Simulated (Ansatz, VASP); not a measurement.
# TaN in VASP and in Ansatz

```
Ta N
1.0
     3.05000    0.00000    0.00000
    -1.52500    2.64138    0.00000
     0.00000    0.00000    4.94000
Ta N
2 2
Cartesian
  0.0000 1.7609 0.0443
  1.5250 0.8805 2.5143
  0.0000 1.7609 1.8576
  1.5250 0.8805 4.3276
```

Alike in both runs: functional PBE; k mesh 10 × 10 × 6; occupations fermi-dirac, width 0.02 eV; collinear spin.

Ansatz relaxed the structure, and its values are those at the end. VASP's run is a single point on that final structure, the one shown.

```csv
,VASP,Ansatz
version,VASP 6.6.1,Ansatz 0.2.0
potentials or method,"VASP PAW PBE potentials, release 64 (Ta_pv, N)","plane-wave PAW, scalar-relativistic"
plane-wave cutoff (eV),520,420
valence electrons in the cell,32,36
```

Ansatz gave:

* rms of the force components (eV/Å): 0.006
* net moment per atom (μB): 0.00

Question: Estimate VASP's values.

Answer: rms of the force components (eV/Å): 0.038; net moment per atom (μB): 0.00.

VASP's potentials hold 32 valence electrons a cell and Ansatz's 36, so a difference there can come from the potentials and not from the codes. Ansatz's warnings: seeded moment not kept, stress scf threshold loose.

Spin-orbit coupling is off throughout.
